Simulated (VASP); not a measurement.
A run of VASP 6.6.1:

The input INCAR:

```
  PREC = Accurate
  ENCUT = 520
  EDIFF = 1E-6
  ISMEAR = 0
  SIGMA = 0.02
  LREAL = Auto
  LASPH = T
  NELM = 80
  ALGO = Normal
  ISIF = 2
  LWAVE = F
  LCHARG = F
  GGA = PE
  NBANDS = 46
  NELECT = 64.0
```

File KPOINTS:

```
regular mesh
0
Gamma
  2 2 2
```

Contents of POSCAR:

```
Mg8HO8
1.0
    0.0000000000      4.1948000000      4.1948000000
    4.1948000000      0.0000000000      4.1948000000
    4.1948000000      4.1948000000      0.0000000000
Mg O H
8 8 1
Direct
   -0.0026615095     -0.0027130018     -0.0030882283
    0.0007454467      0.0006908553      0.4896345475
    0.0007478306      0.4900224087      0.0003053781
    0.0221916420      0.4808580862      0.4804833365
    0.4900772385      0.0006939544      0.0003063316
    0.4809143463      0.0221344283      0.4804878659
    0.4809317488      0.4808802565      0.0217308334
    0.4990414322      0.4989892248      0.4986082769
    0.2440440545      0.2439875560      0.2435951654
    0.2481999142      0.2481481835      0.7443060456
    0.2482020597      0.7446848479      0.2477710499
    0.2514476256      0.7476894012      0.7473070230
    0.7447370554      0.2481500906      0.2477710499
    0.7477423238      0.2513968485      0.7473060694
    0.7477383904      0.7476845142      0.2510365214
    0.7470190474      0.7469687470      0.7465870840
    0.6794372795      0.6793724373      0.6789390436
```

Potentials or basis: VASP PAW PBE potentials, release 64 (Mg, O, H).

Launch:

```console
$ cat potpaw_PBE.64/Mg/POTCAR potpaw_PBE.64/O/POTCAR potpaw_PBE.64/H/POTCAR > POTCAR
$ mpirun -np 1 vasp_std > vasp.out
```

Hardware: 1 thread of Intel(R) Xeon(R) Platinum 8488C (Sapphire Rapids) (shared host).

Question: How long does it take, and how much memory?

Answer: Wall time 96 s on 1 thread of Intel(R) Xeon(R) Platinum 8488C (Sapphire Rapids), on a shared host, peak memory 0.33 GiB. Counts: scf iterations 15, k points 8.
